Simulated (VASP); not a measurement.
A run of VASP 6.6.1:

Contents of INCAR:

```
SYSTEM = Rh
PREC     = Accurate       ! precision mode
ENCUT    = 520            ! plane-wave cutoff, eV
EDIFF    = 1E-7           ! SCF threshold, eV
ISMEAR   = -1             ! smearing method
SIGMA    = 0.1            ! smearing width, eV
LREAL    = .FALSE.        ! projectors in reciprocal space
LASPH    = .TRUE.         ! aspherical terms in the spheres
NELM     = 80             ! most SCF steps
ALGO     = Normal         ! electronic algorithm
ISIF     = 2              ! what is computed and relaxed
LWAVE    = .FALSE.        ! write WAVECAR
LCHARG   = .FALSE.        ! write CHGCAR
GGA      = CA             ! functional
NBANDS   = 14             ! bands
```

File KPOINTS:

```
regular mesh
0
G
  24 24 24
  0 0 0
```

Contents of POSCAR:

```
Rh
1.0
    0.0000000000      1.8776226216      1.8776226216
    1.8776226216      0.0000000000      1.8776226216
    1.8776226216      1.8776226216      0.0000000000
Rh
1
Direct
    0.0000000000      0.0000000000      0.0000000000
```

Potentials or basis: VASP PAW LDA potentials, release 64 (Rh_pv).

Launch:

```bash
$ cat potpaw_LDA.64/Rh_pv/POTCAR > POTCAR
$ mpirun -np 1 vasp_std > vasp.out
```

Hardware: 1 thread of Intel(R) Xeon(R) Platinum 8259CL CPU @ 2.50GHz (Skylake/Cascade Lake), with other jobs on the host.

Question: Estimate the wall time of this run.

Answer: Run time: 44 s on 1 thread of Intel(R) Xeon(R) Platinum 8259CL CPU @ 2.50GHz (Skylake/Cascade Lake), on a shared host, peak memory 0.17 GiB. Counts: scf iterations 11, k points 413.
